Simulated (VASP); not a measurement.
# As (Cmmm) in VASP: further runs

The runs below take As through single point, with PBEsol.

Everything below comes from runs of VASP 6.6.1. Logs are shortened: lines on timing, memory, paths and dates and some standing lists are left out, and cuts for length are marked.

### 1 The cell of the first run

It takes space group Cmmm (No. 65, orthorhombic). Conventional cell: a = 3.804 Å, b = 3.843 Å, c = 2.704 Å, α = 90.00°, β = 90.00°, γ = 90.00°. Within 3.6 Å of As (site symmetry mmm) lie 6 As at 2.70 Å.

### 2 Single point, PBEsol (strain +0.0100 x Voigt [0, 0, 0, 0, 1, 0])

Input file INCAR:

```
ALGO     = Normal         # electronic algorithm
EDIFF    = 1E-6           # SCF threshold, eV
ENCUT    = 520            # plane-wave cutoff, eV
GGA      = PS             # functional
ISIF     = 2              # what is computed and relaxed
ISMEAR   = 0              # smearing method
LASPH    = True           # aspherical terms in the spheres
LCHARG   = False          # write CHGCAR
LREAL    = False          # projectors in reciprocal space
LWAVE    = False          # write WAVECAR
NBANDS   = 8              # bands
NELM     = 100            # most SCF steps
PREC     = Accurate       # precision mode
SIGMA    = 0.15           # smearing width, eV
```

Input file KPOINTS:

```
k-points
0
Gamma
  18 18 18
```

Input file POSCAR:

```
As
1.0
    2.7036817444      0.0000000000      0.0135184087
    0.0000000000      2.7036817444      0.0000000000
    0.0135184087      0.0000000000      2.7036817444
As
1
Direct
    0.5000000000      0.5000000000      0.5000000000
```

Potentials or basis: VASP PAW PBE potentials, release 64 (As).

On the command line:

```bash
$ cat potpaw_PBE.64/As/POTCAR > POTCAR
$ mpirun -np 1 vasp_std > vasp.out
```

OUTCAR:

```text
EDIFF = 1E-6
   ENCUT = 520
   GGA = PS
   ISIF = 2
   ISMEAR = 0
   LASPH = True
   LREAL = False
   NELM = 100
   PREC = Accurate

 ion  position               nearest neighbor table
   1  0.500  0.500  0.500-

  LATTYP: Found a base centered orthorhombic cell.
 ALAT       =     3.8044654743
 B/A-ratio  =     1.0100502512
 C/A-ratio  =     0.7106600816

  Lattice vectors:

 A1 = (  -2.7036817444,   0.0000000000,  -0.0135184087)
 A2 = (   0.0135184087,   0.0000000000,   2.7036817444)
 A3 = (   0.0000000000,   2.7036817444,   0.0000000000)

Analysis of symmetry for initial positions (statically):
=====================================================================
 Subroutine PRICEL returns:
 Original cell was already a primitive cell.

 Routine SETGRP: Setting up the symmetry group for a
 base centered orthorhombic supercell.

 Subroutine GETGRP returns: Found  8 space group operations
 (whereof  8 operations were pure point group operations)
 out of a pool of  8 trial point group operations.

The static configuration has the point symmetry D_2h.

Analysis of symmetry for dynamics (positions and initial velocities):
=====================================================================
 Subroutine PRICEL returns:
 Original cell was already a primitive cell.

 Routine SETGRP: Setting up the symmetry group for a
 base centered orthorhombic supercell.

 Subroutine GETGRP returns: Found  8 space group operations
 (whereof  8 operations were pure point group operations)
 out of a pool of  8 trial point group operations.

The dynamic configuration has the point symmetry D_2h.

 Subroutine INISYM returns: Found  8 space group operations
 (whereof  8 operations are pure point group operations),
 and found     1 'primitive' translations

----------------------------------------------------------------------------------------

                                     Primitive cell

  volume of cell :      19.7631

  direct lattice vectors                    reciprocal lattice vectors
     2.703681744  0.000000000  0.013518409     0.369875265  0.000000000 -0.001849376
     0.000000000  2.703681744  0.000000000     0.000000000  0.369866018  0.000000000
     0.013518409  0.000000000  2.703681744    -0.001849376  0.000000000  0.369875265

  length of vectors
     2.703715540  2.703681744  2.703715540     0.369879888  0.369866018  0.369879888

  position of ions in fractional coordinates (direct lattice)
     0.500000000  0.500000000  0.500000000

  ion indices of the primitive-cell ions
   primitive index   ion index
                 1           1

----------------------------------------------------------------------------------------

 KPOINTS: k-points

Automatic generation of k-mesh.
 Grid dimensions read from file:
 generate k-points for:   18   18   18

 Generating k-lattice:

  Cartesian coordinates                     Fractional coordinates (reciprocal lattice)
     0.020548626  0.000000000 -0.000102743     0.055555556  0.000000000  0.000000000
     0.000000000  0.020548112  0.000000000     0.000000000  0.055555556  0.000000000
    -0.000102743  0.000000000  0.020548626     0.000000000  0.000000000  0.055555556

  Length of vectors
     0.020548883  0.020548112  0.020548883

  Shift w.r.t. Gamma in fractional coordinates (k-lattice)
     0.000000000  0.000000000  0.000000000

 Subroutine IBZKPT returns following result:
 ===========================================

 Found    910 irreducible k-points:

 Following reciprocal coordinates:
            Coordinates               Weight
  0.000000  0.000000  0.000000      1.000000
  0.055556  0.000000  0.000000      4.000000
  0.111111  0.000000  0.000000      4.000000
  0.166667  0.000000 -0.000000      4.000000
  0.222222  0.000000 -0.000000      4.000000
  0.277778  0.000000  0.000000      4.000000
[... 16 lines left out ...]
  0.111111  0.111111  0.000000      8.000000
  0.166667  0.111111 -0.000000      8.000000
 [... further k-points ...]
   k-points           NKPTS =    910   k-points in BZ     NKDIM =    910   number of bands    NBANDS=      8
   number of dos      NEDOS =    301   number of ions     NIONS =      1
   total plane-waves  NPLWV =   8000
   dimension x,y,z NGX =    20 NGY =   20 NGZ =   20
   dimension x,y,z NGXF=    40 NGYF=   40 NGZF=   40
   ions per type =               1
   NGX,Y,Z   is equivalent  to a cutoff of  12.30, 12.30, 12.30 a.u.
   NGXF,Y,Z  is equivalent  to a cutoff of  24.60, 24.60, 24.60 a.u.
 SYSTEM =  unknown system
   PREC   = accura    normal or accurate (medium, high low for compatibility)
   ISTART =      0    job   : 0-new  1-cont  2-samecut
   ICHARG =      2    charge: 1-file 2-atom 10-const
   ISPIN  =      1    spin polarized calculation?
   LNONCOLLINEAR =      F non collinear calculations
   LSORBIT =      F    spin-orbit coupling
   LASPH  =      T    aspherical Exc in radial PAW
   ENCUT  =  520.0 eV  38.22 Ry    6.18 a.u.   5.03  5.03  5.03*2*pi/ulx,y,z
   NELM   =    100;   NELMIN=  2; NELMDL= -5     # of ELM steps
   EDIFF  = 0.1E-05   stopping-criterion for ELM
   LREAL  =      F    real-space projection
   EDIFFG = 0.1E-04   stopping-criterion for IOM
   NSW    =      0    number of steps for IOM
   IBRION =     -1    ionic relax: 0-MD 1-quasi-New 2-CG
   NFREE  =      0    steps in history (QN), initial steepest desc. (CG)
   ISIF   =      2    stress and relaxation
   ISYM   =      2    0-nonsym 1-usesym 2-fastsym
   POTIM  = 0.5000    time-step for ionic-motion
   TEBEG  =    0.0;   TEEND  =   0.0 temperature during run
   PSTRESS=    0.0 pullay stress
   NELECT =       5.0000    total number of electrons
   NUPDOWN=      -1.0000    fix difference up-down
   EMIN   =  10.00;   EMAX   =-10.00  energy-range for DOS
   EFERMI =   0.00;   METHOD = LEGACY
   ISMEAR =     0;   SIGMA  =   0.15  broadening in eV -4-tet -1-fermi 0-gaus
   EFERMI_NEDOS =   21; number of points for ismear=-14 and -15
   IALGO  =     38    algorithm
   IMIX   =      4    mixing-type and parameters
     AMIX     =   0.40;   BMIX     =  1.00
     AMIX_MAG =   1.60;   BMIX_MAG =  1.00
  volume/ion in A,a.u.               =      19.76       133.37
  Fermi-wavevector in a.u.,A,eV,Ry     =   1.035411  1.956644 14.586486  1.072076
  Thomas-Fermi vector in A             =   2.169753
   LORBIT       =      0    0 simple, 1 ext, 2 COOP (PROOUT), +10 PAW based schemes
   GGA     = PS    functional components
   LHFCALC =     F    Hartree Fock is set to
   AEXX    =    0.0000 exact exchange contribution
   IVDW    =     0    specifies the selected vdW correction
   LEPSILON=     F    determine dielectric tensor
   LRPA    =     F    only Hartree local field effects (RPA)
 non-spin polarized calculation
 Gauss-broadening in eV      SIGMA  =   0.15
  energy-cutoff  :      520.00
  volume of cell :       19.76
 maximum number of plane-waves:       552
   NGX = 11   NGY = 11   NGZ = 11

 number of electron       5.0000001 magnetization

 Free energy of the ion-electron system (eV)
  ---------------------------------------------------
  ext. energy  EPLUGINS =         0.00000000
  ---------------------------------------------------
  free energy    TOTEN  =        -5.03497829 eV

  energy without entropy =       -5.03018319  energy(sigma->0) =       -5.03258074

 E-fermi :   5.8692     XC(G=0): -10.5583

 val. band max:        5.8513308342   @ k =  -0.2778   0.1667   0.2222
 cond. band min:       5.8711399161   @ k =   0.3889   0.3889   0.3333
 fundamental gap:      0.0198090819
 Fermi energy:         5.8691573046

 k-point     1 :       0.0000    0.0000    0.0000
  band No.  band energies     occupation
      1      -9.1842      2.00000
      2       9.9259      0.00000
      3       9.9551      0.00000
      4       9.9864      0.00000
      5      14.3109      0.00000
      6      14.3124      0.00000
      7      16.2057      0.00000
      8      30.7372      0.00000

 k-point     2 :       0.0556    0.0000    0.0000
  band No.  band energies     occupation
      1      -9.1272      2.00000
      2       9.1521      0.00000
      3      10.0056      0.00000
      4      10.0074      0.00000
      5      14.3626      0.00000
      6      14.9170      0.00000
      7      16.5551      0.00000
      8      29.6866      0.00000

 k-point     3 :       0.1111    0.0000    0.0000
  band No.  band energies     occupation
      1      -8.9568      2.00000
      2       7.5641      0.00000
      3      10.1549      0.00000
      4      10.1557      0.00000
      5      14.5154      0.00000
      6      15.5890      0.00000
      7      17.9171      0.00000
      8      28.0374      0.00000

 k-point     4 :       0.1667    0.0000   -0.0000
  band No.  band energies     occupation
      1      -8.6760      2.00000
      2       5.8426      1.19742
      3      10.3965      0.00000
      4      10.3967      0.00000
      5      14.7665      0.00000
      6      16.0123      0.00000
      7      19.9185      0.00000
      8      26.3771      0.00000

 k-point     5 :       0.2222    0.0000   -0.0000
  band No.  band energies     occupation
      1      -8.2908      2.00000
      2       4.1663      2.00000
      3      10.7172      0.00000
      4      10.7177      0.00000
      5      15.1088      0.00000
      6      16.4545      0.00000
      7      21.9766      0.00000
      8      24.8584      0.00000

 k-point     6 :       0.2778    0.0000    0.0000
  band No.  band energies     occupation
      1      -7.8127      2.00000
      2       2.6016      2.00000
      3      11.0962      0.00000
      4      11.0975      0.00000
      5      15.5293      0.00000
      6      16.9822      0.00000
      7      23.2880      0.00000
      8      23.4890      0.00000

 k-point     7 :       0.3333    0.0000   -0.0000
  band No.  band energies     occupation
      1      -7.2658      2.00000
      2       1.1955      2.00000
      3      11.4998      0.00000
      4      11.5019      0.00000
      5      16.0024      0.00000
      6      17.6107      0.00000
      7      22.2681      0.00000
      8      22.3018      0.00000
[... 133 lines left out ...]
 k-point    20 :       0.5000    0.0556    0.0000
  band No.  band energies     occupation
      1      -5.9712      2.00000
      2      -1.1065      2.00000
      3      11.5922      0.00000
      4      12.3040      0.00000
      5      17.4774      0.00000
      6      18.3928      0.00000
      7      20.5454      0.00000
      8      20.9386      0.00000

 k-point    21 :       0.0000    0.1111    0.0000
  band No.  band energies     occupation
      1      -8.9568      2.00000
      2       7.5634      0.00000
      3      10.1256      0.00000
      4      10.1862      0.00000
      5      14.5164      0.00000
      6      15.5886      0.00000
      7      17.9161      0.00000
      8      28.0431      0.00000

 k-point    22 :       0.0556    0.1111    0.0000
  band No.  band energies     occupation
      1      -8.8998      2.00000
      2       7.6106      0.00000
      3       9.3692      0.00000
      4      10.2071      0.00000
      5      14.8974      0.00000
      6      16.1152      0.00000
      7      17.9865      0.00000
      8      27.0179      0.00000

 k-point    23 :       0.1111    0.1111    0.0000
  band No.  band energies     occupation
      1      -8.7295      2.00000
      2       7.6001      0.00000
      3       7.9595      0.00000
      4      10.3552      0.00000
      5      15.2285      0.00000
      6      17.5133      0.00000
      7      18.3734      0.00000
      8      25.3961      0.00000

 k-point    24 :       0.1667    0.1111   -0.0000
  band No.  band energies     occupation
      1      -8.4487      2.00000
      2       6.0407      0.10585
      3       8.0586      0.00000
      4      10.5956      0.00000
      5      15.5311      0.00000
      6      18.1127      0.00000
      7      19.9649      0.00000
      8      23.9082      0.00000

 [... further k-points ...]
[... 5 lines left out ...]
  --------------------------------------------------------------------------------------
  -------------------------------------------------------------------------------------
  Total       -0.1020723     -0.1051697     -0.1020723      0.0000000      0.0000000     -0.0306362
  in kB       -8.2748972     -8.5259983     -8.2748972      0.0000000      0.0000000     -2.4836440
  external PRESSURE =      -8.3585976 kB  Pullay stress =       0.0000000 kB

 VOLUME and BASIS-vectors are now :
 -----------------------------------------------------------------------------
  energy-cutoff  :      520.00
  volume of cell :       19.76
      direct lattice vectors                 reciprocal lattice vectors
     2.703681744  0.000000000  0.013518409     0.369875265  0.000000000 -0.001849376
     0.000000000  2.703681744  0.000000000     0.000000000  0.369866018  0.000000000
     0.013518409  0.000000000  2.703681744    -0.001849376  0.000000000  0.369875265

 POSITION                                       TOTAL-FORCE (eV/Angst)
 -----------------------------------------------------------------------------------
      1.35860      1.35184      1.35860         0.000000      0.000000      0.000000
 -----------------------------------------------------------------------------------
    total drift:                                0.000000      0.000000      0.000000

  FREE ENERGIE OF THE ION-ELECTRON SYSTEM (eV)
  ---------------------------------------------------
  free  energy   TOTEN  =        -5.0349782854 eV

  energy  without entropy=       -5.0301831908  energy(sigma->0) =       -5.03258074
```

Wall time 99 s (1 thread of Intel Xeon 8259CL, shared host); peak memory 0.25 GiB.

What came out:

| Quantity | Value |
| --- | --- |
| Free energy | -5.0350 eV |
| Pressure | -0.8 GPa |

Levels at points of the mesh, in eV from the Fermi level:
| k point | band 1 | band 2 | band 3 | band 4 | band 5 | band 6 | band 7 |
| --- | --- | --- | --- | --- | --- | --- | --- |
| (0.00, 0.00, 0.00) | -15.05 | 4.06 | 4.09 | 4.12 | 8.44 | 8.44 | 10.34 |
| (0.50, 0.00, 0.00) | -11.90 | -7.03 | 6.39 | 6.39 | 11.15 | 13.93 | 14.53 |
| (0.00, 0.50, 0.00) | -11.90 | -7.03 | 6.36 | 6.42 | 11.15 | 13.93 | 14.64 |
| (0.50, 0.50, 0.00) | -8.61 | -4.33 | -4.33 | 2.35 | 8.55 | 16.40 | 17.40 |
| (0.50, 0.00, 0.50) | -8.61 | -4.41 | -4.26 | 2.35 | 8.56 | 16.43 | 17.34 |
| (0.50, 0.50, 0.50) | -4.99 | -1.95 | -1.88 | -1.80 | 5.75 | 5.83 | 5.91 |

Caveat: the cell differs from its parent crystal (strain +0.0100 x Voigt [0, 0, 0, 0, 1, 0]); the PAW data sets were made with another functional, which shifts forces and pressure a little.

### 3 Single point, PBEsol (strain +0.0350 x Voigt [0, 0, 0, 0, 1, 0])

Input file INCAR:

```
PREC = Accurate ; ENCUT = 520
EDIFF = 1E-7 ; ISMEAR = 0
SIGMA = 0.15 ; LREAL = False
LASPH = True ; NELM = 60
ALGO = Normal ; ISIF = 2
LWAVE = False ; LCHARG = True
GGA = PS ; LELF = True
LVHAR = True ; NBANDS = 8
```

Input file KPOINTS:

```
regular mesh
0
Gamma
  18 18 18
```

Input file POSCAR:

```
As
1.0
    2.7036817444      0.0000000000      0.0473144305
    0.0000000000      2.7036817444      0.0000000000
    0.0473144305      0.0000000000      2.7036817444
As
1
Direct
    0.5000000000      0.5000000000      0.5000000000
```

Potentials or basis: VASP PAW PBE potentials, release 64 (As).

On the command line:

```bash
$ cat potpaw_PBE.64/As/POTCAR > POTCAR
$ mpirun -np 1 vasp_std > vasp.out
```

It took 1.8 min on 1 thread of Intel Xeon 8259CL, shared host; peak memory 0.25 GiB.

Results (log left out):

| Item | Value |
| --- | --- |
| Free energy | -5.0333 eV |
| Pressure | -0.8 GPa |

Stress tensor (GPa, compression positive):
```
-0.80  0.00 -0.86
 0.00 -0.93  0.00
-0.86  0.00 -0.80
```

Levels at points of the mesh, in eV from the Fermi level:
| k point | band 1 | band 2 | band 3 | band 4 | band 5 | band 6 | band 7 | band 8 |
| --- | --- | --- | --- | --- | --- | --- | --- | --- |
| (0.00, 0.00, 0.00) | -15.05 | 4.00 | 4.09 | 4.21 | 8.45 | 8.47 | 10.35 | 24.67 |
| (0.50, 0.00, 0.00) | -11.89 | -7.02 | 6.35 | 6.40 | 11.11 | 13.98 | 14.22 | 14.67 |
| (0.00, 0.50, 0.00) | -11.89 | -7.03 | 6.30 | 6.52 | 11.17 | 13.94 | 14.60 | 14.69 |
| (0.50, 0.50, 0.00) | -8.60 | -4.33 | -4.33 | 2.36 | 8.53 | 16.16 | 17.35 | 17.72 |
| (0.50, 0.00, 0.50) | -8.61 | -4.58 | -4.06 | 2.37 | 8.56 | 16.42 | 17.17 | 17.66 |
| (0.50, 0.50, 0.50) | -4.99 | -2.11 | -1.88 | -1.62 | 5.55 | 5.86 | 6.13 | 9.32 |

Caveat: the cell differs from its parent crystal (strain +0.0350 x Voigt [0, 0, 0, 0, 1, 0]); the PAW data sets were made with another functional, which shifts forces and pressure a little.

(Part 1 of 2 ends here.)
